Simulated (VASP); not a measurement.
# CaHOs2 (P4/mmm) in VASP: further runs, part 2 of 2

VASP 6.6.1. Earlier steps stand in the parts before.

## Step 4: Relaxation of cell and atoms, PBE

This run uses another cell than the first one, of 12.64 Å³/atom.

INCAR reads:

```
SYSTEM = CaHOs2
  PREC = Accurate
  ENCUT = 600
  EDIFF = 1E-7
  ISMEAR = 0
  SIGMA = 0.1
  LREAL = .FALSE.
  LASPH = .TRUE.
  NELM = 100
  ALGO = Normal
  ISIF = 3
  LWAVE = .FALSE.
  LCHARG = .FALSE.
  GGA = PE
  IBRION = 2
  NSW = 90
  EDIFFG = -0.04
```

KPOINTS reads:

```
Automatic mesh
0
G
  6 6 4
  0 0 0
```

POSCAR reads:

```
CaHOs2
1.0
    3.2962608700      0.0000000000      0.0000000000
    0.0000000000      3.2962608700      0.0000000000
    0.0000000000      0.0000000000      4.6537219700
Ca H Os
1 1 2
Direct
    0.5000000000      0.5000000000      0.5000000000
    0.0000000000      0.0000000000      0.0000000000
    0.0000000000      0.0000000000      0.5000000000
    0.5000000000      0.5000000000      0.0000000000
```

Potentials or basis: VASP PAW PBE potentials, release 64 (Ca_sv, H, Os).

The run is started by

```sh
$ cat potpaw_PBE.64/Ca_sv/POTCAR potpaw_PBE.64/H/POTCAR potpaw_PBE.64/Os/POTCAR > POTCAR
$ mpirun -np 1 vasp_std > vasp.out
```

OUTCAR:

```text
SYSTEM = CaHOs2
   PREC = Accurate
   ENCUT = 600
   EDIFF = 1E-7
   ISMEAR = 0
   LREAL = .FALSE.
   LASPH = .TRUE.
   NELM = 100
   ISIF = 3
   GGA = PE
   IBRION = 2
   NSW = 90
   EDIFFG = -0.04

 ion  position               nearest neighbor table
   1  0.500  0.500  0.500-   4 2.33   4 2.33   3 2.33   3 2.33   3 2.33   3 2.33
   2  0.000  0.000  0.000-
   3  0.000  0.000  0.500-   1 2.33   1 2.33   1 2.33   1 2.33   4 3.29   4 3.29   4 3.29   4 3.29
                             4 3.29   4 3.29   4 3.29   4 3.29
   4  0.500  0.500  0.000-   1 2.33   1 2.33   3 3.29   3 3.29   3 3.29   3 3.29   3 3.29   3 3.29
                             3 3.29   3 3.29

  LATTYP: Found a simple tetragonal cell.
 ALAT       =     3.2962608700
 C/A-ratio  =     1.4118184675

  Lattice vectors:

 A1 = (   3.2962608700,   0.0000000000,   0.0000000000)
 A2 = (   0.0000000000,   3.2962608700,   0.0000000000)
 A3 = (   0.0000000000,   0.0000000000,   4.6537219700)

Analysis of symmetry for initial positions (statically):
[... 223 lines left out ...]
 fundamental gap:      0.0135066056
 Fermi energy:         2.7278907816

 k-point     1 :       0.0000    0.0000    0.0000
  band No.  band energies     occupation
      1     -35.6285      2.00000
      2     -16.8703      2.00000
      3     -16.7664      2.00000
      4     -16.7664      2.00000
      5      -3.4399      2.00000
      6      -0.1078      2.00000
[... 546 lines left out ...]
--------------------------------------- Ionic step        4  -------------------------------------------

 number of electron      27.0000003 magnetization

 Free energy of the ion-electron system (eV)
  ---------------------------------------------------
  ext. energy  EPLUGINS =         0.00000000
  ---------------------------------------------------
  free energy    TOTEN  =       -17.62740442 eV

  energy without entropy =      -17.59912450  energy(sigma->0) =      -17.61326446

 E-fermi :   3.8616     XC(G=0): -11.1261

 val. band max:        3.8544844592   @ k =   0.5000   0.0000   0.2500
 cond. band min:       3.8665806234   @ k =   0.5000   0.3333   0.5000
 fundamental gap:      0.0120961642
 Fermi energy:         3.8616250770

 k-point     1 :       0.0000    0.0000    0.0000
  band No.  band energies     occupation
      1     -34.3425      2.00000
      2     -15.6457      2.00000
      3     -15.5047      2.00000
      4     -15.5047      2.00000
      5      -3.1207      2.00000
      6       0.3875      2.00000
[... 502 lines left out ...]
  FREE ENERGIE OF THE ION-ELECTRON SYSTEM (eV)
  ---------------------------------------------------
  free  energy   TOTEN  =       -17.6274044205 eV

  energy  without entropy=      -17.5991244997  energy(sigma->0) =      -17.61326446

 reached required accuracy - stopping structural energy minimisation
```

CONTCAR:

```text
CaHOs2
   1.00000000000000
     3.6198841122483794    0.0000000000000000    0.0000000000000000
     0.0000000000000000    3.6198841122483794    0.0000000000000000
     0.0000000000000000    0.0000000000000000    5.0333572267446867
  Ca              H               Os
     1     1     2
Direct
     0.5000000000000000    0.5000000000000000    0.5000000000000000
     0.0000000000000000    0.0000000000000000    0.0000000000000000
     0.0000000000000000    0.0000000000000000    0.5000000000000000
     0.5000000000000000    0.5000000000000000    0.0000000000000000

  0.00000000E+00  0.00000000E+00  0.00000000E+00
  0.00000000E+00  0.00000000E+00  0.00000000E+00
  0.00000000E+00  0.00000000E+00  0.00000000E+00
  0.00000000E+00  0.00000000E+00  0.00000000E+00
```

It took 71 s on 1 thread of Intel Xeon 6975P-C (Granite Rapids), shared host; peak memory 0.2 GiB.

Results:

| Property | Result |
| --- | --- |
| Free energy | -17.6274 eV |
| Relaxed volume | 16.49 Å³/atom |
| Relaxed cell | a = 3.620 Å, b = 3.620 Å, c = 5.033 Å, α = 90.00°, β = 90.00°, γ = 90.00° |
| Space group after relaxing (to 0.1 Å) | P4/mmm (No. 123) |
| Energy gained by relaxing | 357.3 meV/atom |
| Ionic steps | 4 |
| Pressure after relaxing | -0.1 GPa |
| Band gap on the k mesh | zero (an odd number of electrons rules out a gap without spin polarisation) |

Stress tensor (GPa, compression positive):
```
-0.03  0.00  0.00
 0.00 -0.03  0.00
 0.00  0.00 -0.21
```

The path:
| step | energy change (eV) | largest force (eV/Å) | pressure (GPa) | volume (Å³) |
| --- | --- | --- | --- | --- |
| 1 | 0.0000 | 0.0000 | 38.21 | 50.56 |
| 2 | -1.1301 | 0.0000 | -8.29 | 75.98 |
| 3 | -1.4288 | 0.0000 | 0.37 | 65.57 |
| 4 | -1.4292 | 0.0000 | -0.09 | 65.95 |

Final structure:
```cif
data_structure
_symmetry_space_group_name_H-M 'P 1'
_symmetry_Int_Tables_number 1
_cell_length_a 3.6199
_cell_length_b 3.6199
_cell_length_c 5.0334
_cell_angle_alpha 90.000
_cell_angle_beta 90.000
_cell_angle_gamma 90.000
_cell_volume 65.95
loop_
_atom_site_label
_atom_site_type_symbol
_atom_site_fract_x
_atom_site_fract_y
_atom_site_fract_z
_atom_site_occupancy
Ca1 Ca 0.50000 0.50000 0.50000 1
H1 H 0.00000 0.00000 0.00000 1
Os1 Os 0.00000 0.00000 0.50000 1
Os2 Os 0.50000 0.50000 0.00000 1
```

Levels at points of the mesh, in eV from the Fermi level:
| k point | band 12 | band 13 | band 14 | band 15 | band 16 | band 17 |
| --- | --- | --- | --- | --- | --- | --- |
| (0.00, 0.00, 0.00) | -1.36 | 0.01 | 0.43 | 0.43 | 1.45 | 1.67 |
| (0.50, 0.00, 0.00) | -0.87 | -0.48 | -0.09 | 0.64 | 0.72 | 2.39 |
| (0.50, 0.50, 0.00) | 0.46 | 0.46 | 0.49 | 1.09 | 1.28 | 1.28 |
| (0.00, 0.00, 0.50) | -0.98 | -0.58 | -0.58 | -0.24 | -0.10 | 3.94 |
| (0.50, 0.00, 0.50) | 0.22 | 0.29 | 0.30 | 0.31 | 0.45 | 1.93 |
| (0.50, 0.50, 0.50) | -0.69 | 0.05 | 0.39 | 0.50 | 2.42 | 2.50 |

Caveat: the volume moved by over 15 % at a fixed basis, so the end points are rough; spin-orbit coupling is left out, which moves the levels of the heavy elements.

## Step 5: Summary

```tsv
task	spin	cell	k mesh	cutoff (eV)	gap on the mesh (eV)	pressure (GPa)
single point	collinear	a = 3.627, b = 3.627, c = 5.063 Å, 4 atoms	12 × 12 × 10	520	none	-0.8
single point	off	a = 3.613, b = 3.613, c = 5.021 Å, 4 atoms	6 × 6 × 4	520	none	0.4
relaxation of cell and atoms	off	relaxed from a = 3.296, b = 3.296, c = 4.654 Å, 4 atoms	6 × 6 × 4	600	none	-0.1
```

Alike in all rows: level PBE; potentials or basis VASP PAW PBE potentials, release 64 (Ca_sv, H, Os); smearing gaussian 0.1 eV.

Caveats: spin-orbit coupling is left out, which moves the levels of the heavy elements; the volume moved by over 15 % at a fixed basis, so the end points are rough (at least some runs).

Absolute energies hang on the potentials; compare differences alone.
